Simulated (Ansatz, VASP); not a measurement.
Two plane-wave programs on Zr3Nb

```
Zr Nb
1.0
     5.57759    0.00000    0.00000
     0.00000    5.57759    0.00000
     0.00000    0.00000    5.57759
Zr Nb
6 2
Direct
  0.00000 0.50000 0.25000
  0.00000 0.50000 0.75000
  0.25000 0.00000 0.50000
  0.75000 0.00000 0.50000
  0.50000 0.75000 0.00000
  0.50000 0.25000 0.00000
  0.00000 0.00000 0.00000
  0.50000 0.50000 0.50000
```

Alike in both runs: functional PBE; k mesh 8 × 8 × 8; occupations gaussian, width 0.1 eV; no spin polarisation.

Ansatz relaxed the structure, and its values are those at the end. VASP's run is a single point on that final structure, the one shown.

|  | VASP | Ansatz |
| --- | --- | --- |
| version | VASP 6.6.1 | Ansatz 0.2.0 |
| potentials or method | VASP PAW PBE potentials, release 64 (Zr_sv, Nb_sv), cutoff 500 eV | scalar-relativistic, plane waves, PAW |
| valence electrons in the cell | 98 | 98 |

```tsv
	VASP	Ansatz	Ansatz less VASP
gap on the k mesh at the Fermi level (eV)	none	none	-
pressure (GPa)	0.0	0.0	0.00
```

A gap of «none» marks a metal or a gap that the smearing closes.
